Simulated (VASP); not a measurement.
A run of VASP 6.6.1 is set up as follows.

File INCAR:

```
SYSTEM = PbI3
  ALGO = Normal
  EDIFF = 1E-6
  ENCUT = 520
  GGA = PE
  ISIF = 2
  ISMEAR = 0
  LASPH = .TRUE.
  LCHARG = .FALSE.
  LREAL = .FALSE.
  LWAVE = .FALSE.
  NBANDS = 26
  NELM = 80
  PREC = Accurate
  SIGMA = 0.1
```

KPOINTS

```
k-points
0
G
  12 12 12
  0 0 0
```

Contents of POSCAR:

```
PbI3
1.0
    6.8999745163      0.0000000000      0.0000000000
   -3.4499872581      5.9755532166      0.0000000000
    0.0000000000      0.0000000000      4.2006916725
Pb I
1 3
Direct
    0.0000000000      0.0000000000      0.0000000000
    0.5000000000      0.0000000000      0.0000000000
    0.0000000000      0.5000000000      0.0000000000
    0.5000000000      0.5000000000      0.0000000000
```

Potentials or basis: VASP PAW PBE potentials, release 64 (Pb_d, I).

Launch:

```bash
$ cat potpaw_PBE.64/Pb_d/POTCAR potpaw_PBE.64/I/POTCAR > POTCAR
$ mpirun -np 1 vasp_std > vasp.out
```

Question: Predict the band gap on the k mesh.

Answer: Zero (an odd number of electrons rules out a gap without spin polarisation).

Question: Predict the pressure.

Answer: -0.1 GPa.

Caveat: spin-orbit coupling is left out, which moves the levels of the heavy elements; an odd number of electrons without spin polarisation forces a metal; a magnetic or distorted state may lie lower.
